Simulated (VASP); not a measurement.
# Mg2Ge (Fm-3m) in VASP: elastic constants with r2SCAN

Aim: the elastic constants of Mg2Ge with r2SCAN.

Everything below comes from runs of VASP 6.6.1. Logs are shortened: lines on timing, memory, paths and dates and some standing lists are left out, and cuts for length are marked.

## Step 1: The cell of the first run

The structure is cubic, space group Fm-3m (No. 225). The conventional cell has a = 6.367 Å, b = 6.367 Å, c = 6.367 Å, α = 90.00°, β = 90.00°, γ = 90.00°. Within 3.6 Å of Mg (site symmetry -43m) lie 4 Ge at 2.76 Å and 6 Mg at 3.18 Å. Within 3.6 Å of Ge (site symmetry m-3m) lie 8 Mg at 2.76 Å.

## Step 2: Elastic constants, r2SCAN

Contents of INCAR:

```
SYSTEM = Mg2Ge
PREC = Accurate
ENCUT = 660
EDIFF = 1E-8
ISMEAR = 0
SIGMA = 0.01
LREAL = .FALSE.
LASPH = .TRUE.
NELM = 120
ALGO = Normal
ISIF = 3
LWAVE = .FALSE.
LCHARG = .FALSE.
METAGGA = R2SCAN
LMIXTAU = .TRUE.
NBANDS = 16
IBRION = 6
NFREE = 2
POTIM = 0.015
NSW = 1
GGA_COMPAT = .FALSE.
KPAR = 4
```

Contents of KPOINTS:

```
regular mesh
0
G
  6 6 6
  0 0 0
```

Contents of POSCAR:

```
Mg2Ge
1.0
    0.0000000000      3.1835315678      3.1835315678
    3.1835315678      0.0000000000      3.1835315678
    3.1835315678      3.1835315678      0.0000000000
Mg Ge
2 1
Direct
    0.2500000000      0.2500000000      0.2500000000
    0.7500000000      0.7500000000      0.7500000000
    0.0000000000      0.0000000000      0.0000000000
```

Potentials or basis: VASP PAW PBE potentials, release 64 (Mg, Ge_d).

The run is started by

```sh
$ cat potpaw_PBE.64/Mg/POTCAR potpaw_PBE.64/Ge_d/POTCAR > POTCAR
$ mpirun -np 4 vasp_std > vasp.out
```

OUTCAR:

```text
SYSTEM = Mg2Ge
   PREC = Accurate
   ENCUT = 660
   EDIFF = 1E-8
   ISMEAR = 0
   LREAL = .FALSE.
   LASPH = .TRUE.
   NELM = 120
   ISIF = 3
   METAGGA = R2SCAN
   IBRION = 6
   NFREE = 2
   POTIM = 0.015
   NSW = 1

 ion  position               nearest neighbor table
   1  0.250  0.250  0.250-   3 2.76   3 2.76   3 2.76   3 2.76   2 3.18   2 3.18   2 3.18   2 3.18
                             2 3.18   2 3.18
   2  0.750  0.750  0.750-   3 2.76   3 2.76   3 2.76   3 2.76   1 3.18   1 3.18   1 3.18   1 3.18
                             1 3.18   1 3.18
   3  0.000  0.000  0.000-   2 2.76   2 2.76   2 2.76   1 2.76   2 2.76   1 2.76   1 2.76   1 2.76

  LATTYP: Found a face centered cubic cell.
 ALAT       =     6.3670631356

  Lattice vectors:

 A1 = (   0.0000000000,   3.1835315678,   3.1835315678)
 A2 = (   3.1835315678,   0.0000000000,   3.1835315678)
 A3 = (   3.1835315678,   3.1835315678,   0.0000000000)

Analysis of symmetry for initial positions (statically):
=====================================================================
 Subroutine PRICEL returns:
 Original cell was already a primitive cell.

 Routine SETGRP: Setting up the symmetry group for a
 face centered cubic supercell.

 Subroutine GETGRP returns: Found 48 space group operations
 (whereof 48 operations were pure point group operations)
 out of a pool of 48 trial point group operations.

The static configuration has the point symmetry O_h .

Analysis of symmetry for dynamics (positions and initial velocities):
=====================================================================
 Subroutine PRICEL returns:
 Original cell was already a primitive cell.

 Routine SETGRP: Setting up the symmetry group for a
 face centered cubic supercell.

 Subroutine GETGRP returns: Found 48 space group operations
 (whereof 48 operations were pure point group operations)
 out of a pool of 48 trial point group operations.

The dynamic configuration has the point symmetry O_h .

 Subroutine INISYM returns: Found 48 space group operations
 (whereof 48 operations are pure point group operations),
 and found     1 'primitive' translations

----------------------------------------------------------------------------------------

                                     Primitive cell

  volume of cell :      64.5294

  direct lattice vectors                    reciprocal lattice vectors
     0.000000000  3.183531568  3.183531568    -0.157058282  0.157058282  0.157058282
     3.183531568  0.000000000  3.183531568     0.157058282 -0.157058282  0.157058282
     3.183531568  3.183531568  0.000000000     0.157058282  0.157058282 -0.157058282

  length of vectors
     4.502193519  4.502193519  4.502193519     0.272032925  0.272032925  0.272032925

  position of ions in fractional coordinates (direct lattice)
     0.250000000  0.250000000  0.250000000
     0.750000000  0.750000000  0.750000000
     0.000000000  0.000000000  0.000000000

  ion indices of the primitive-cell ions
   primitive index   ion index
                 1           1
                 2           2
                 3           3

----------------------------------------------------------------------------------------

 KPOINTS: regular mesh

Automatic generation of k-mesh.
 Grid dimensions read from file:
 generate k-points for:    6    6    6

 Generating k-lattice:

  Cartesian coordinates                     Fractional coordinates (reciprocal lattice)
    -0.026176380  0.026176380  0.026176380     0.166666667  0.000000000  0.000000000
     0.026176380 -0.026176380  0.026176380     0.000000000  0.166666667  0.000000000
     0.026176380  0.026176380 -0.026176380     0.000000000  0.000000000  0.166666667

  Length of vectors
     0.045338821  0.045338821  0.045338821

  Shift w.r.t. Gamma in fractional coordinates (k-lattice)
     0.000000000  0.000000000  0.000000000

 Subroutine IBZKPT returns following result:
 ===========================================

 Found     16 irreducible k-points:

 Following reciprocal coordinates:
            Coordinates               Weight
  0.000000  0.000000  0.000000      1.000000
[... 52 lines left out ...]
     AMIX     =   0.40;   BMIX     =  1.00
     AMIX_MAG =   1.60;   BMIX_MAG =  1.00
  volume/ion in A,a.u.               =      21.51       145.16
  Fermi-wavevector in a.u.,A,eV,Ry     =   1.069662  2.021368 15.567466  1.144176
  Thomas-Fermi vector in A             =   2.205348
   LORBIT       =      0    0 simple, 1 ext, 2 COOP (PROOUT), +10 PAW based schemes
   METAGGA = R2SCAN    functional components
   LHFCALC =     F    Hartree Fock is set to
   AEXX    =    0.0000 exact exchange contribution
   IVDW    =     0    specifies the selected vdW correction
   LEPSILON=     F    determine dielectric tensor
   LRPA    =     F    only Hartree local field effects (RPA)
 finite differences with symmetry
 non-spin polarized calculation
 Gauss-broadening in eV      SIGMA  =   0.01
  energy-cutoff  :      660.00
  volume of cell :       64.53
 maximum number of plane-waves:      2505
 NGX is ok and might be reduce to    40
   NGX = 19   NGY = 19   NGZ = 19

--------------------------------------- Ionic step        1  -------------------------------------------

 number of electron      17.9999998 magnetization

 Free energy of the ion-electron system (eV)
  ---------------------------------------------------
  ext. energy  EPLUGINS =         0.00000000
  ---------------------------------------------------
  free energy    TOTEN  =       -23.21256663 eV

  energy without entropy =      -23.21256663  energy(sigma->0) =      -23.21256663

------------------------ aborting loop because EDIFF is reached ----------------------------------------

  FORCE on cell =-STRESS in cart. coord.  units (eV):
  Direction    XX          YY          ZZ          XY          YZ          ZX
  --------------------------------------------------------------------------------------
  -------------------------------------------------------------------------------------
  Total       -0.1260897     -0.1260897     -0.1260897     -0.0000000      0.0000000     -0.0000000
  in kB       -3.1306373     -3.1306373     -3.1306373     -0.0000000      0.0000000     -0.0000000
  external PRESSURE =      -3.1306373 kB  Pullay stress =       0.0000000 kB
[... 92 lines left out ...]
  FREE ENERGIE OF THE ION-ELECTRON SYSTEM (eV)
  ---------------------------------------------------
  free  energy   TOTEN  =       -23.2087927452 eV

  energy  without entropy=      -23.2087927452  energy(sigma->0) =      -23.20879275

[... ionic steps 4 to 14 ...]

--------------------------------------- Ionic step       15  -------------------------------------------

 number of electron      17.9999998 magnetization

------------------------ aborting loop because EDIFF is reached ----------------------------------------
[... 69 lines left out ...]
--------------------------------------- Ionic step       17  -------------------------------------------

 number of electron      17.9999999 magnetization

 Free energy of the ion-electron system (eV)
  ---------------------------------------------------
  ext. energy  EPLUGINS =         0.00000000
  ---------------------------------------------------
  free energy    TOTEN  =       -23.21199247 eV

  energy without entropy =      -23.21199247  energy(sigma->0) =      -23.21199247

 E-fermi :   3.5106     XC(G=0):  -9.6624

 val. band max:        3.4537232356   @ k =   0.0000   0.0000   0.0000
 cond. band min:       3.8842894958   @ k =   0.5000   0.5000   0.0000
 fundamental gap:      0.4305662603
 Fermi energy:         3.5106271406

 k-point     1 :       0.0000    0.0000    0.0000
  band No.  band energies     occupation
      1     -20.7242      2.00000
      2     -20.7242      2.00000
      3     -20.7242      2.00000
      4     -20.7039      2.00000
      5     -20.7039      2.00000
      6      -6.7200      2.00000
[... 433 lines left out ...]
      3     -20.7221      2.00000
      4     -20.7041      2.00000
      5     -20.7032      2.00000
      6      -5.0481      2.00000
[... 8 lines left out ...]
     15       9.8101      0.00000
     16      14.2287      0.00000

 [... further k-points ...]

------------------------ aborting loop because EDIFF is reached ----------------------------------------

  FORCE on cell =-STRESS in cart. coord.  units (eV):
  Direction    XX          YY          ZZ          XY          YZ          ZX
  --------------------------------------------------------------------------------------
  -------------------------------------------------------------------------------------
  Total       -0.1261639     -0.1245073     -0.1245073      0.0000000      0.0000000      0.0000000
  in kB       -3.1324792     -3.0913479     -3.0913479      0.0000000      0.0000000      0.0000000
  external PRESSURE =      -3.1050583 kB  Pullay stress =       0.0000000 kB
[... 18 lines left out ...]
  FREE ENERGIE OF THE ION-ELECTRON SYSTEM (eV)
  ---------------------------------------------------
  free  energy   TOTEN  =       -23.2119924683 eV

  energy  without entropy=      -23.2119924683  energy(sigma->0) =      -23.21199247

 INTERNAL STRAIN TENSORS FROM STRAINED CELLS
 ============================================

 INTERNAL STRAIN TENSOR FOR ION    1 for displacements in x,y,z  (eV/Angst):
          X           Y           Z          XY          YZ          ZX
  --------------------------------------------------------------------------------
  x    -0.00000     0.00000     0.00000     0.00000    -1.18729     0.00000
  y    -0.00000     0.00000     0.00000    -0.00000    -0.00000    -1.18786
  z     0.00000     0.00000     0.00000    -1.18791     0.00000     0.00000

 INTERNAL STRAIN TENSORS FROM DISPLACED ATOMS
 ============================================

 INTERNAL STRAIN TENSOR FOR ION    1 for displacements in x,y,z  (eV/Angst):
          X           Y           Z          XY          YZ          ZX
  --------------------------------------------------------------------------------
  x    -0.00000     0.00000     0.00000     0.00000    -1.23731     0.00000
  y    -0.00000    -0.00000    -0.00000     0.00000     0.00000    -1.23731
  z     0.00000     0.00000    -0.00000    -1.23731     0.00000     0.00000

 INTERNAL STRAIN TENSOR FOR ION    3 for displacements in x,y,z  (eV/Angst):
          X           Y           Z          XY          YZ          ZX
  --------------------------------------------------------------------------------
  x     0.00000     0.00000     0.00000     0.00000     0.00000     0.00000
  y     0.00000     0.00000     0.00000     0.00000     0.00000     0.00000
  z     0.00000     0.00000     0.00000     0.00000     0.00000     0.00000

 Eigenvectors and eigenvalues of the dynamical matrix
 ----------------------------------------------------

   1 f  =    7.847721 THz    49.308683 2PiTHz  261.771783 cm-1    32.455550 meV
             X         Y         Z           dx          dy          dz
      1.591766  1.591766  1.591766     0.096670    0.617796    0.330126
      4.775297  4.775297  4.775297    -0.096670   -0.617796   -0.330126
      0.000000  0.000000  0.000000     0.000000    0.000000    0.000000
[... 43 lines left out ...]
   9 f/i=    0.009471 THz     0.059510 2PiTHz    0.315931 cm-1     0.039170 meV
             X         Y         Z           dx          dy          dz
      1.591766  1.591766  1.591766     0.442772    0.058667   -0.017545
      4.775297  4.775297  4.775297     0.442772    0.058667   -0.017545
      0.000000  0.000000  0.000000     0.767554    0.101700   -0.030414

--------------------------------------------------------------------------------------------------------

 ELASTIC MODULI CONTR FROM IONIC RELAXATION (kBar)
 Direction    XX          YY          ZZ          XY          YZ          ZX
 --------------------------------------------------------------------------------
 XX          -0.0000     -0.0000     -0.0000      0.0000     -0.0000     -0.0000
 YY          -0.0000     -0.0000     -0.0000      0.0000      0.0000     -0.0000
 ZZ          -0.0000     -0.0000     -0.0000     -0.0000      0.0000     -0.0000
 XY           0.0000      0.0000     -0.0000    -12.4125     -0.0000      0.0000
 YZ          -0.0000      0.0000      0.0000     -0.0000    -12.4125      0.0000
 ZX          -0.0000     -0.0000     -0.0000      0.0000      0.0000    -12.4125
 --------------------------------------------------------------------------------

 TOTAL ELASTIC MODULI (kBar)
 Direction    XX          YY          ZZ          XY          YZ          ZX
 --------------------------------------------------------------------------------
 XX        1239.8803    216.7724    216.7724      0.0000      0.0000      0.0000
 YY         216.7724   1239.8803    216.7724      0.0000      0.0000     -0.0000
 ZZ         216.7724    216.7724   1239.8803      0.0000      0.0000     -0.0000
 XY           0.0000      0.0000      0.0000    482.5252     -0.0000      0.0000
 YZ           0.0000      0.0000      0.0000     -0.0000    482.5252      0.0000
 ZX           0.0000     -0.0000     -0.0000      0.0000      0.0000    482.5252
 --------------------------------------------------------------------------------
```

Run time: 26 min. Hardware: 4 MPI ranks of Intel Xeon Platinum 8259CL at 2.50GHz (Skylake/Cascade Lake), shared host; peak memory 0.41 GiB.

Results:

```
Elastic constants C11, C12, C44 : 124, 22, 48 GPa
Voigt bulk modulus              : 56 GPa
Highest phonon frequency at Γ   : 262 cm⁻¹
```

Phonon frequencies in cm⁻¹ (negative: imaginary):
```
              q point                    frequencies
(0.000, 0.000, 0.000)  0 0 0 219 219 219 262 262 262
```

Elastic tensor in Voigt notation (GPa, in the Cartesian axes of the cell as first typed):
```
124  22  22   0   0   0
 22 124  22   0   0   0
 22  22 124   0   0   0
  0   0   0  48   0   0
  0   0   0   0  48   0
  0   0   0   0   0  48
```

Clamped-ion elastic tensor (GPa):
```
124  22  22   0   0   0
 22 124  22   0   0   0
 22  22 124   0   0   0
  0   0   0  49   0   0
  0   0   0   0  49   0
  0   0   0   0   0  49
```

Caveat: the PAW data sets were made with another functional, which shifts forces and pressure a little.
